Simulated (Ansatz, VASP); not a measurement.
# BP in VASP and in Ansatz

```xyz
2
Lattice="0.0000 2.2765 2.2765 2.2765 0.0000 2.2765 2.2765 2.2765 0.0000" Properties=species:S:1:pos:R:3 pbc="T T T"
B     0.0000    0.0000    0.0000
P     3.4148    3.4148    3.4148
```

Alike in both runs: task single point; functional PBE; k mesh 12 × 12 × 12; occupations gaussian, width 0.05 eV; no spin polarisation.

```csv
,VASP,Ansatz
version,VASP 6.6.1,Ansatz 0.2.0
potentials or method,"VASP PAW PBE potentials, release 64 (B, P), cutoff 500 eV","scalar-relativistic, plane waves, PAW"
valence electrons in the cell,8,8
```

VASP gave:

| Property | Result |
| --- | --- |
| gap on the k mesh at the Fermi level (eV) | 1.25 |
| least direct gap on the mesh (eV) | 3.39 |
| pressure (GPa) | -0.7 |

**Question.** What did Ansatz give for the same quantities?

**Answer.** gap on the k mesh at the Fermi level (eV): 1.25; least direct gap on the mesh (eV): 3.39; pressure (GPa): -0.5.

The functional is the same, so the differences come from potentials, cutoffs and numerics.
